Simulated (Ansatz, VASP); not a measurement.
## One calculation of TaSi2, two programs

The input INCAR:

```
PREC = Accurate ; ENCUT = 520
EDIFF = 1E-6 ; ISMEAR = 0
SIGMA = 0.15 ; LREAL = False
LASPH = True ; NELM = 60
ALGO = Fast ; ISIF = 2
LWAVE = False ; LCHARG = False
GGA = PS ; NBANDS = 38
```

The input KPOINTS:

```
regular mesh
0
Gamma
  9 9 6
```

POSCAR

```
TaSi2
1.0
    4.7613605622      0.0000000000      0.0000000000
   -2.3806802811      4.1234592035      0.0000000000
    0.0000000000      0.0000000000      6.5581204410
Ta Si
3 6
Direct
    0.3651645907      0.0000000000     -0.0326313007
    0.5000000000      0.5000000000      0.6666666667
    0.0000000000      0.5000000000      0.3333333333
    0.1592624125      0.3185248251      0.0000000000
    0.8407375875      0.1592624125      0.6666666667
    0.6814751749      0.8407375875      0.3333333333
    0.8407375875      0.6814751749      0.0000000000
    0.1592624125      0.8407375875      0.6666666667
    0.3185248251      0.1592624125      0.3333333333
```

Input for Ansatz:

```yaml
crystal:
  lattice:
    - [4.7613605622, 0.0, 0.0]
    - [-2.3806802811, 4.1234592035, 0.0]
    - [0.0, 0.0, 6.558120441]
  atoms:
    - { symbol: Ta, position: [0.3651645907, 0.0, -0.0326313007] }
    - { symbol: Ta, position: [0.5, 0.5, 0.6666666667] }
    - { symbol: Ta, position: [0.0, 0.5, 0.3333333333] }
    - { symbol: Si, position: [0.1592624125, 0.3185248251, 0.0] }
    - { symbol: Si, position: [0.8407375875, 0.1592624125, 0.6666666667] }
    - { symbol: Si, position: [0.6814751749, 0.8407375875, 0.3333333333] }
    - { symbol: Si, position: [0.8407375875, 0.6814751749, 0.0] }
    - { symbol: Si, position: [0.1592624125, 0.8407375875, 0.6666666667] }
    - { symbol: Si, position: [0.3185248251, 0.1592624125, 0.3333333333] }
basis:
  ecutwfc: 420
kpoints:
  mp_grid: { grid: [9, 9, 6] }
hamiltonian:
  xc: pbesol
  pseudopotentials: { kind: paw, azcp: { folder: soft_1 } }
scf:
  occupations: { method: gaussian, width: 0.15 }
output:
  forces: true
  stress: true
  eigenvalues: true
```

Alike in both runs: task single point; functional PBEsol; k mesh 9 × 9 × 6; occupations gaussian, width 0.15 eV; no spin polarisation.

```csv
,VASP,Ansatz
version,VASP 6.6.1,Ansatz 0.2.0
potentials or method,"VASP PAW PBE potentials, release 64 (Ta_pv, Si), cutoff 520 eV","scalar-relativistic, plane waves, PAW"
valence electrons in the cell,57,63
```

```csv
,VASP,Ansatz,Ansatz less VASP
gap on the k mesh at the Fermi level (eV),none,none,-
pressure (GPa),16.0,15.8,-0.27
"traceless stress, the component that is largest in VASP (GPa)",5.95,5.95,+0.001
rms of the force components (eV/Å),3.781,3.768,-0.0130
```

VASP's potentials were made for PBE, not for PBEsol, and Ansatz warns of the same on its side. Atom by atom the forces differ by 0.014 eV/Å (rms over components). A gap of «none» marks a metal or a gap that the smearing closes. With one functional, cell and mesh, what is left measures potentials, basis and numerics. VASP's potentials hold 57 valence electrons a cell and Ansatz's 63, so a difference there can come from the potentials and not from the codes.

Neither program's run includes spin-orbit coupling.
